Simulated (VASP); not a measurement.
Here is a VASP 6.6.1 calculation.

File INCAR:

```
ALGO = Normal
EDIFF = 1E-6
ENCUT = 600
GGA = LIBXC
GGA_COMPAT = False
ISIF = 2
ISMEAR = 1
LASPH = True
LCHARG = False
LIBXC1 = GGA_X_PBE_SOL
LIBXC2 = GGA_C_PBE
LREAL = False
LWAVE = False
NBANDS = 18
NELM = 120
PREC = Accurate
SIGMA = 0.3
```

The input KPOINTS:

```
k-points
0
Gamma
  8 8 6
```

The input POSCAR:

```
CuAu
1.0
    2.8107490000      0.0000000000      0.0000000000
    0.0000000000      2.8107490000      0.0000000000
    0.0000000000      0.0000000000      3.6850000000
Cu Au
1 1
Direct
    0.5000000000      0.5000000000      0.5000000000
    0.0000000000      0.0000000000      0.0000000000
```

Potentials or basis: VASP PAW PBE potentials, release 64 (Cu, Au).

The run is started by

```console
$ cat potpaw_PBE.64/Cu/POTCAR potpaw_PBE.64/Au/POTCAR > POTCAR
$ mpirun -np 1 vasp_std > vasp.out
```

(1) Estimate the band gap on the k mesh.

(2) What does it give for the pressure?

Answers

(1) zero (bands 11 and 12 overlap by 7.31 eV).

(2) -5.3 GPa.

Caveat: the cell stands under tension; so wide a smearing shifts energies and pressures; the PAW data sets were made with another functional, which shifts forces and pressure a little; spin-orbit coupling is left out, which moves the levels of the heavy elements.
